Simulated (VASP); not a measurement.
Here is a VASP 6.6.1 calculation.

The input INCAR:

```
PREC = Accurate
ENCUT = 520
EDIFF = 1E-6
ISMEAR = -1
SIGMA = 0.08
LREAL = F
LASPH = T
NELM = 100
ALGO = Normal
ISIF = 2
LWAVE = F
LCHARG = T
GGA = PE
LELF = T
LVHAR = T
NBANDS = 26
```

KPOINTS

```
regular mesh
0
Gamma
  10 10 6
```

Contents of POSCAR:

```
CdS
1.0
    3.1976647562      0.0000000000      0.0000000000
   -1.5988323781      2.7692589116      0.0000000000
    0.0000000000      0.0000000000      7.1750715130
Cd S
2 2
Direct
    0.3333333333      0.6666666667      0.0359178601
    0.6666666667      0.3333333333      0.5359178601
    0.3333333333      0.6666666667      0.3400821399
    0.6666666667      0.3333333333      0.8400821399
```

Potentials or basis: VASP PAW PBE potentials, release 64 (Cd, S).

Command:

```sh
$ cat potpaw_PBE.64/Cd/POTCAR potpaw_PBE.64/S/POTCAR > POTCAR
$ mpirun -np 1 vasp_std > vasp.out
```

(1) Estimate the band gap on the k mesh.

(2) Estimate the pressure.

(3) Predict the largest force.

Results:

(1) zero (band 18 reaches 7.06 eV, above the bottom of band 19 at 6.99 eV).

(2) 60.9 GPa.

(3) 0.020 eV/Å.
